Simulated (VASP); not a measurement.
Write the native input for VASP 6.6.1 that does the following.

| Item | Value |
| --- | --- |
| Task | single point |
| Functional | PBE |
| Potentials or basis | VASP PAW PBE potentials, release 64 (K_sv) |
| Cutoff | 520 eV |
| k mesh | 9 × 9 × 9 |
| Occupations | methfessel-paxton, width 0.6 eV |
| Spin | no spin polarisation |
| Dipole correction | no |
| Further INCAR settings | ALGO = Normal; EDIFF = 1e-06; NBANDS = 10 |

The structure of K lies in POSCAR:

```
K
1.0
   -2.6417142217      2.6417142217      2.6417142217
    2.6417142217     -2.6417142217      2.6417142217
    2.6417142217      2.6417142217     -2.6417142217
K
1
Direct
    0.0000000000      0.0000000000      0.0000000000
```

One way to write it, as run:

INCAR

```
PREC = Accurate
ENCUT = 520
EDIFF = 1E-6
ISMEAR = 1
SIGMA = 0.6
LREAL = False
LASPH = True
NELM = 60
ALGO = Normal
ISIF = 2
LWAVE = False
LCHARG = False
GGA = PE
NBANDS = 10
```

KPOINTS

```
Automatic mesh
0
Gamma
  9 9 9
```

Potentials or basis: VASP PAW PBE potentials, release 64 (K_sv).

Run with:

```sh
$ cat potpaw_PBE.64/K_sv/POTCAR > POTCAR
$ mpirun -np 1 vasp_std > vasp.out
```

It gave:

* Pressure: 0.0 GPa
* Band gap on the k mesh: zero (an odd number of electrons rules out a gap without spin polarisation)

Caveat: so wide a smearing shifts energies and pressures.

Wall time 42 s on 1 thread of AMD EPYC 7R13, with other jobs on the host, peak memory 0.17 GiB.
